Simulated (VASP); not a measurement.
Input of a VASP 6.6.1 run:

Contents of POSCAR:

```
ZnS
1.0
    3.8087369152      0.0000000000      0.0000000000
   -1.9043684576      3.2984629249      0.0000000000
    0.0000000000      0.0000000000     12.4664651431
Zn S
4 4
Direct
    0.0000000000      0.0000000000     -0.0399932078
    0.0000000000      0.0000000000      0.4600067922
    0.3333333333      0.6666666667      0.2099630172
    0.6666666667      0.3333333333      0.7099630172
    0.0000000000      0.0000000000      0.1872361436
    0.0000000000      0.0000000000      0.6872361436
    0.3333333333      0.6666666667      0.4375788466
    0.6666666667      0.3333333333      0.9375788466
```

The input INCAR.step1:

```
SYSTEM = ZnS
PREC     = Accurate       ! precision mode
ENCUT    = 520            ! plane-wave cutoff, eV
ISMEAR   = 0              ! smearing method
SIGMA    = 0.05           ! smearing width, eV
LREAL    = .FALSE.        ! projectors in reciprocal space
LASPH    = .TRUE.         ! aspherical terms in the spheres
NELM     = 60             ! most SCF steps
NBANDS   = 46             ! bands
GGA      = PE             ! functional
ALGO     = Normal         ! electronic algorithm
EDIFF    = 1E-4           ! SCF threshold, eV
LWAVE    = .TRUE.         ! write WAVECAR
LCHARG   = .FALSE.        ! write CHGCAR
```

Contents of INCAR.step2:

```
SYSTEM = ZnS
PREC     = Accurate       ! precision mode
ENCUT    = 520            ! plane-wave cutoff, eV
EDIFF    = 1E-6           ! SCF threshold, eV
ISMEAR   = 0              ! smearing method
SIGMA    = 0.05           ! smearing width, eV
LREAL    = .FALSE.        ! projectors in reciprocal space
LASPH    = .TRUE.         ! aspherical terms in the spheres
NELM     = 60             ! most SCF steps
ALGO     = Normal         ! electronic algorithm
ISIF     = 2              ! what is computed and relaxed
LWAVE    = .FALSE.        ! write WAVECAR
LCHARG   = .FALSE.        ! write CHGCAR
METAGGA  = R2SCAN         ! meta-GGA
LMIXTAU  = .TRUE.       
NBANDS   = 46             ! bands
ISTART   = 1
```

Contents of KPOINTS:

```
regular mesh
0
G
  6 6 2
  0 0 0
```

Potentials or basis: VASP PAW PBE potentials, release 64 (Zn, S).

Run with:

```bash
$ cat potpaw_PBE.64/Zn/POTCAR potpaw_PBE.64/S/POTCAR > POTCAR
$ cp INCAR.step1 INCAR
$ mpirun -np 1 vasp_std > vasp.out
$ cp INCAR.step2 INCAR
$ mpirun -np 1 vasp_std > vasp.out
```

Problem. Predict the band gap on the k mesh.

Solution. 2.96 eV.

Problem. What does it give for the largest force?

Solution. 0.756 eV/Å.

Problem. Predict the pressure.

Solution. 4.2 GPa.

Stress tensor (GPa, compression positive):
```
 6.67  0.00  0.00
 0.00  6.67  0.00
 0.00  0.00 -0.79
```

Caveat: the cell differs from its parent crystal (all Zn atoms moved -0.500 Å, as atom 1 along Cartesian [0 0 1]); the stress differs along the axes, from -1 to 7 GPa; the PAW data sets were made with another functional, which shifts forces and pressure a little. A k mesh can miss the band edges.
